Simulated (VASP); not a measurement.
# Mg3TiN3 (P6_3/m) in VASP: single point with PBE

Aim: the single point of Mg3TiN3 with PBE.

Program: VASP 6.6.1. These are calculated values, not measurements. Logs are shortened: lines on timing, memory, paths and dates and some standing lists are left out, and cuts for length are marked.

### 1 The cell of the first run

The typed cell holds 14 atoms: a = 7.190 Å, b = 7.190 Å, c = 4.319 Å, α = 90.00°, β = 90.00°, γ = 120.00°.

### 2 Single point, PBE, collinear spin

Input file INCAR:

```
SYSTEM = Mg3TiN3
ALGO = Normal
EDIFF = 1E-6
ENCUT = 840
GGA = PE
GGA_COMPAT = .False.
ISIF = 2
ISMEAR = 0
ISPIN = 2
LASPH = .True.
LCHARG = .False.
LMAXMIX = 4
LORBIT = 11
LREAL = .False.
LWAVE = .False.
MAGMOM = 0 0 0 0 0 0 1 1 0 0 0 0 0 0
NBANDS = 74
NELM = 200
PREC = Accurate
SIGMA = 0.15
```

Input file KPOINTS:

```
k-points
0
Gamma
  2 2 3
  0 0 0
```

Input file POSCAR:

```
Mg3TiN3
1.0
    7.1896532032      0.0000000000      0.0000000000
   -3.5948266016      6.2264223184      0.0000000000
    0.0000000000      0.0000000000      4.3194752463
Mg Ti N
6 2 6
Direct
    0.1599477277      0.3207483983      0.7500000000
    0.6792516017      0.8391993294      0.7500000000
    0.1608006706      0.8400522723      0.7500000000
    0.8391993294      0.1599477277      0.2500000000
    0.3207483983      0.1608006706      0.2500000000
    0.8400522723      0.6792516017      0.2500000000
    0.6666666667      0.3333333333      0.7500000000
    0.3333333333      0.6666666667      0.2500000000
    0.3623232034      0.1816312110      0.7500000000
    0.8183687890      0.1806919923      0.7500000000
    0.8193080077      0.6376767966      0.7500000000
    0.1806919923      0.3623232034      0.2500000000
    0.6376767966      0.8183687890      0.2500000000
    0.1816312110      0.8193080077      0.2500000000
```

Potentials or basis: VASP PAW PBE potentials, release 64 (Mg_sv, Ti_sv, N).

The run is started by

```sh
cat potpaw_PBE.64/Mg_sv/POTCAR potpaw_PBE.64/Ti_sv/POTCAR potpaw_PBE.64/N/POTCAR > POTCAR
mpirun -np 1 vasp_std > vasp.out
```

OUTCAR:

```text
SYSTEM = Mg3TiN3
   EDIFF = 1E-6
   ENCUT = 840
   GGA = PE
   ISIF = 2
   ISMEAR = 0
   ISPIN = 2
   LASPH = .True.
   LORBIT = 11
   LREAL = .False.
   NELM = 200
   PREC = Accurate

 ion  position               nearest neighbor table
   1  0.160  0.321  0.750-
   2  0.679  0.839  0.750-
   3  0.161  0.840  0.750-
   4  0.839  0.160  0.250-
   5  0.321  0.161  0.250-
   6  0.840  0.679  0.250-
   7  0.667  0.333  0.750-  10 1.89   9 1.89  11 1.89
   8  0.333  0.667  0.250-  14 1.89  13 1.89  12 1.89
   9  0.362  0.182  0.750-   7 1.89
  10  0.818  0.181  0.750-   7 1.89
  11  0.819  0.638  0.750-   7 1.89
  12  0.181  0.362  0.250-   8 1.89
  13  0.638  0.818  0.250-   8 1.89
  14  0.182  0.819  0.250-   8 1.89

  LATTYP: Found a hexagonal cell.
 ALAT       =     7.1896532032
 C/A-ratio  =     0.6007904866

  Lattice vectors:

 A1 = (   7.1896532032,   0.0000000000,   0.0000000000)
 A2 = (  -3.5948266016,   6.2264223184,   0.0000000000)
 A3 = (   0.0000000000,   0.0000000000,   4.3194752463)

Analysis of symmetry for initial positions (statically):
=====================================================================
 Subroutine PRICEL returns:
 Original cell was already a primitive cell.

 Routine SETGRP: Setting up the symmetry group for a
 hexagonal supercell.

 Subroutine GETGRP returns: Found 12 space group operations
 (whereof  6 operations were pure point group operations)
 out of a pool of 24 trial point group operations.

The static configuration has the point symmetry S_6 .
 The point group associated with its full space group is C_6h.

Analysis of symmetry for dynamics (positions and initial velocities):
=====================================================================
 Subroutine PRICEL returns:
 Original cell was already a primitive cell.

 Routine SETGRP: Setting up the symmetry group for a
 hexagonal supercell.

 Subroutine GETGRP returns: Found 12 space group operations
 (whereof  6 operations were pure point group operations)
 out of a pool of 24 trial point group operations.

The dynamic configuration has the point symmetry S_6 .
 The point group associated with its full space group is C_6h.

Analysis of structural, dynamic, and magnetic symmetry:
=====================================================================
 Subroutine PRICEL returns:
 Original cell was already a primitive cell.

 Routine SETGRP: Setting up the symmetry group for a
 hexagonal supercell.

 Subroutine GETGRP returns: Found 12 space group operations
 (whereof  6 operations were pure point group operations)
 out of a pool of 24 trial point group operations.

The overall configuration has the point symmetry S_6 .
 The point group associated with its full space group is C_6h.

 Subroutine INISYM returns: Found 12 space group operations
 (whereof  6 operations are pure point group operations),
 and found     1 'primitive' translations

----------------------------------------------------------------------------------------

                                     Primitive cell

  volume of cell :     193.3648

  direct lattice vectors                    reciprocal lattice vectors
     7.189653203  0.000000000  0.000000000     0.139088767  0.080302937  0.000000000
    -3.594826602  6.226422318  0.000000000     0.000000000  0.160605874  0.000000000
     0.000000000  0.000000000  4.319475246     0.000000000  0.000000000  0.231509603

  length of vectors
     7.189653203  7.189653203  4.319475246     0.160605874  0.160605874  0.231509603

  position of ions in fractional coordinates (direct lattice)
     0.159947728  0.320748398  0.750000000
     0.679251602  0.839199329  0.750000000
     0.160800671  0.840052272  0.750000000
     0.839199329  0.159947728  0.250000000
     0.320748398  0.160800671  0.250000000
     0.840052272  0.679251602  0.250000000
     0.666666667  0.333333333  0.750000000
     0.333333333  0.666666667  0.250000000
     0.362323203  0.181631211  0.750000000
[... 73 lines left out ...]
   EDIFF  = 0.1E-05   stopping-criterion for ELM
   LREAL  =      F    real-space projection
   EDIFFG = 0.1E-04   stopping-criterion for IOM
   NSW    =      0    number of steps for IOM
   IBRION =     -1    ionic relax: 0-MD 1-quasi-New 2-CG
   NFREE  =      0    steps in history (QN), initial steepest desc. (CG)
   ISIF   =      2    stress and relaxation
   ISYM   =      2    0-nonsym 1-usesym 2-fastsym
   POTIM  = 0.5000    time-step for ionic-motion
   TEBEG  =    0.0;   TEEND  =   0.0 temperature during run
   PSTRESS=    0.0 pullay stress
   NELECT =     114.0000    total number of electrons
   NUPDOWN=      -1.0000    fix difference up-down
   EMIN   =  10.00;   EMAX   =-10.00  energy-range for DOS
   EFERMI =   0.00;   METHOD = LEGACY
   ISMEAR =     0;   SIGMA  =   0.15  broadening in eV -4-tet -1-fermi 0-gaus
   EFERMI_NEDOS =   21; number of points for ismear=-14 and -15
   IALGO  =     38    algorithm
   IMIX   =      4    mixing-type and parameters
     AMIX     =   0.40;   BMIX     =  1.00
     AMIX_MAG =   1.60;   BMIX_MAG =  1.00
  volume/ion in A,a.u.               =      13.81        93.21
  Fermi-wavevector in a.u.,A,eV,Ry     =   1.372726  2.594077 25.638511  1.884377
  Thomas-Fermi vector in A             =   2.498307
   LORBIT       =     11    0 simple, 1 ext, 2 COOP (PROOUT), +10 PAW based schemes
   GGA     = PE    functional components
   LHFCALC =     F    Hartree Fock is set to
   AEXX    =    0.0000 exact exchange contribution
   IVDW    =     0    specifies the selected vdW correction
   LEPSILON=     F    determine dielectric tensor
   LRPA    =     F    only Hartree local field effects (RPA)
 spin polarized calculation
 Gauss-broadening in eV      SIGMA  =   0.15
  energy-cutoff  :      840.00
  volume of cell :      193.36
 maximum number of plane-waves:     10698
 NGX is ok and might be reduce to    70
   NGX = 33   NGY = 33   NGZ = 21

 number of electron     114.0000029 magnetization       0.6648280

 Free energy of the ion-electron system (eV)
  ---------------------------------------------------
  ext. energy  EPLUGINS =         0.00000000
  ---------------------------------------------------
  free energy    TOTEN  =       -86.53371326 eV

  energy without entropy =      -86.48449439  energy(sigma->0) =      -86.50910383

 E-fermi :   3.7236     XC(G=0):  -9.9959

 val. band max:        3.7140584621   @ k =   0.5000  -0.0000   0.3333
 cond. band min:       3.7305531922   @ k =   0.5000  -0.0000   0.3333
 fundamental gap:      0.0164947301
 Fermi energy:         3.7236283550

 spin component 1

 k-point     1 :       0.0000    0.0000    0.0000
  band No.  band energies     occupation
      1     -70.7855      1.00000
      2     -70.7838      1.00000
      3     -70.7838      1.00000
      4     -70.7806      1.00000
      5     -70.7806      1.00000
      6     -70.7793      1.00000
[... 277 lines left out ...]
     68       7.9441      0.00000
     69       8.0895      0.00000
 Fermi energy:         3.7236283550

 spin component 2

 k-point     1 :       0.0000    0.0000    0.0000
  band No.  band energies     occupation
      1     -70.7830      1.00000
      2     -70.7813      1.00000
      3     -70.7813      1.00000
      4     -70.7781      1.00000
      5     -70.7781      1.00000
      6     -70.7768      1.00000
[... 277 lines left out ...]
     68       8.0234      0.00000
     69       8.1516      0.00000
 [bands above 69 left out]

------------------------ aborting loop because EDIFF is reached ----------------------------------------

  FORCE on cell =-STRESS in cart. coord.  units (eV):
  Direction    XX          YY          ZZ          XY          YZ          ZX
  --------------------------------------------------------------------------------------
  -------------------------------------------------------------------------------------
  Total        0.0574886      0.0574886     -0.0456120     -0.0000002     -0.0000000      0.0000000
  in kB        0.4763374      0.4763374     -0.3779310     -0.0000015     -0.0000000      0.0000000
  external PRESSURE =       0.1915812 kB  Pullay stress =       0.0000000 kB

 VOLUME and BASIS-vectors are now :
 -----------------------------------------------------------------------------
  energy-cutoff  :      840.00
  volume of cell :      193.36
      direct lattice vectors                 reciprocal lattice vectors
     7.189653203  0.000000000  0.000000000     0.139088767  0.080302937  0.000000000
    -3.594826602  6.226422318  0.000000000     0.000000000  0.160605874  0.000000000
     0.000000000  0.000000000  4.319475246     0.000000000  0.000000000  0.231509603

 POSITION                                       TOTAL-FORCE (eV/Angst)
 -----------------------------------------------------------------------------------
     -0.00307      1.99711      3.23961        -0.000250      0.011028      0.000000
      1.86681      5.22521      3.23961        -0.009426     -0.005731     -0.000000
     -1.86374      5.23052      3.23961         0.009676     -0.005297     -0.000000
      5.45857      0.99590      1.07987        -0.009676      0.005297      0.000000
      1.72802      1.00121      1.07987         0.009426      0.005731     -0.000000
      3.59789      4.22931      1.07987         0.000250     -0.011028     -0.000000
      3.59483      2.07547      3.23961        -0.000000     -0.000000     -0.000000
     -0.00000      4.15095      1.07987        -0.000000      0.000000      0.000000
      1.95205      1.13091      3.23961        -0.016956     -0.010638      0.000000
      5.23423      1.12506      3.23961         0.017691     -0.009366      0.000000
      3.59820      3.97045      3.23961        -0.000734      0.020003      0.000000
     -0.00338      2.25598      1.07987         0.000734     -0.020003     -0.000000
      1.64278      5.09551      1.07987         0.016956      0.010638     -0.000000
     -1.63940      5.10136      1.07987        -0.017691      0.009366      0.000000
 -----------------------------------------------------------------------------------
    total drift:                                0.000000     -0.000000      0.000000

  FREE ENERGIE OF THE ION-ELECTRON SYSTEM (eV)
  ---------------------------------------------------
  free  energy   TOTEN  =       -86.5337132640 eV

  energy  without entropy=      -86.4844943902  energy(sigma->0) =      -86.50910383

 total charge

# of ion       s       p       d       tot
------------------------------------------
    1        2.086   6.006   0.029   8.120
    2        2.086   6.006   0.029   8.120
    3        2.086   6.006   0.029   8.120
    4        2.086   6.006   0.029   8.120
    5        2.086   6.006   0.029   8.120
    6        2.086   6.006   0.029   8.120
    7        2.243   6.244   1.991  10.478
    8        2.243   6.244   1.991  10.478
    9        1.248   2.436   0.000   3.684
   10        1.248   2.436   0.000   3.684
   11        1.248   2.436   0.000   3.684
   12        1.248   2.436   0.000   3.684
   13        1.248   2.436   0.000   3.684
   14        1.248   2.436   0.000   3.684
--------------------------------------------------
tot         24.491  63.139   4.153  91.783

 magnetization (x)

# of ion       s       p       d       tot
------------------------------------------
    1        0.000   0.002   0.001   0.002
    2        0.000   0.002   0.001   0.002
    3        0.000   0.002   0.001   0.002
    4        0.000   0.002   0.001   0.002
    5        0.000   0.002   0.001   0.002
    6        0.000   0.002   0.001   0.002
    7        0.010   0.003   0.113   0.127
    8        0.010   0.003   0.113   0.127
    9        0.000   0.004   0.000   0.004
   10        0.000   0.004   0.000   0.004
   11        0.000   0.004   0.000   0.004
   12        0.000   0.004   0.000   0.004
   13        0.000   0.004   0.000   0.004
   14        0.000   0.004   0.000   0.004
--------------------------------------------------
tot          0.023   0.039   0.230   0.292
```

Run time: 11 min. Hardware: 1 thread of AMD EPYC 7R43 (Zen 3), shared host; peak memory 0.66 GiB.

What came out:

```
Free energy                                           : -86.5337 eV
Pressure                                              : 0.0 GPa
Largest force                                         : 0.020 eV/Å
Net moment                                            : 0.66 μB per cell
Site moments                                          : Mg +0.00; Ti +0.13; N +0.00 μB
Valence electrons inside the program's atomic spheres : Mg 8.12; Ti 10.48; N 3.68
```

Forces in eV/Å, atoms in the order of the input:
```
Mg   0.000  0.011  0.000
Mg  -0.009 -0.006  0.000
Mg   0.010 -0.005  0.000
Mg  -0.010  0.005  0.000
Mg   0.009  0.006  0.000
Mg   0.000 -0.011  0.000
Ti   0.000  0.000  0.000
Ti   0.000  0.000  0.000
N   -0.017 -0.011  0.000
N    0.018 -0.009  0.000
N   -0.001  0.020  0.000
N    0.001 -0.020  0.000
N    0.017  0.011  0.000
N   -0.018  0.009  0.000
```

Caveat: the k points lie up to 0.50 Å⁻¹ apart; a moment this small can come from the mesh or the smearing.
